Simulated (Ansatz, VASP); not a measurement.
BeTe: VASP beside Ansatz

```
Be Te
1.0
     0.00000    2.88742    2.88742
     2.88742    0.00000    2.88742
     2.88742    2.88742    0.00000
Be Te
1 1
Direct
  0.00000 0.00000 0.00000
  0.25000 0.25000 0.25000
```

Alike in both runs: task single point; functional PBE; k mesh 8 × 8 × 8; occupations gaussian, width 0.02 eV; no spin polarisation.

|  | VASP | Ansatz |
| --- | --- | --- |
| version | VASP 6.6.1 | Ansatz 0.2.0 |
| potentials or method | VASP PAW PBE potentials, release 64 (Be, Te), cutoff 600 eV | scalar-relativistic, plane waves, PAW |
| valence electrons in the cell | 8 | 18 |

```csv
,VASP,Ansatz,Ansatz less VASP
gap on the k mesh at the Fermi level (eV),2.15,2.16,+0.012
least direct gap on the mesh (eV),3.29,3.29,+0.004
pressure (GPa),-2.8,-2.9,-0.10
```

VASP's potentials hold 8 valence electrons a cell and Ansatz's 18, so a difference there can come from the potentials and not from the codes.

Spin-orbit coupling is off throughout.
